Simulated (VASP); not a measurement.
Input of a VASP 6.6.1 run:

File INCAR:

```
SYSTEM = Ni
PREC = Accurate
ENCUT = 520
EDIFF = 1E-6
ISMEAR = 1
SIGMA = 0.01
LREAL = .False.
LASPH = .True.
NELM = 150
ALGO = Normal
ISIF = 2
LWAVE = .False.
LCHARG = .False.
ISPIN = 2
MAGMOM = 0.607
LORBIT = 11
LMAXMIX = 4
NBANDS = 15
```

KPOINTS

```
regular mesh
0
Gamma
  16 16 16
  0 0 0
```

File POSCAR:

```
Ni
1.0
    0.0000000000      1.7124646296      1.7124646296
    1.7124646296      0.0000000000      1.7124646296
    1.7124646296      1.7124646296      0.0000000000
Ni
1
Direct
    0.0000000000      0.0000000000      0.0000000000
```

Potentials or basis: VASP PAW LDA potentials, release 64 (Ni).

Command:

```bash
$ cat potpaw_LDA.64/Ni/POTCAR > POTCAR
$ mpirun -np 1 vasp_std > vasp.out
```

Problem. Estimate the pressure.

Solution. -0.7 GPa.

Problem. Estimate the site moments.

Solution. Ni +0.57 μB.

Problem. Estimate the net moment.

Solution. 0.57 μB per cell.
